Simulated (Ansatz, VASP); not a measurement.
## Two plane-wave programs on Ge3Cl

```xyz
4
Lattice="0.0000 3.7761 3.7761 3.7761 0.0000 3.7761 3.7761 3.7761 0.0000" Properties=species:S:1:pos:R:3 pbc="T T T"
Ge    3.7761    3.7761    3.7761
Ge    1.8881    1.8881    1.8881
Ge    5.6642    5.6642    5.6642
Cl    0.0000    0.0000    0.0000
```

Change from the starting cell: species swapped into the GdMg3 type (Fm-3m, No. 225).

Alike in both runs: task single point; functional PBE; k mesh 4 × 4 × 4; occupations gaussian, width 0.1 eV; no spin polarisation.

|  | VASP | Ansatz |
| --- | --- | --- |
| version | VASP 6.6.1 | Ansatz 0.2.0 |
| potentials or method | VASP PAW PBE potentials, release 64 (Ge_d, Cl), cutoff 520 eV | scalar-relativistic, plane waves, PAW |
| valence electrons in the cell | 49 | 49 |

```csv
,VASP,Ansatz,Ansatz less VASP
gap on the k mesh at the Fermi level (eV),none,none,-
pressure (GPa),-8.0,-8.0,+0.05
```

A gap of «none» marks a metal or a gap that the smearing closes.

The k mesh is coarse, so the values compare programs but aren't converged.
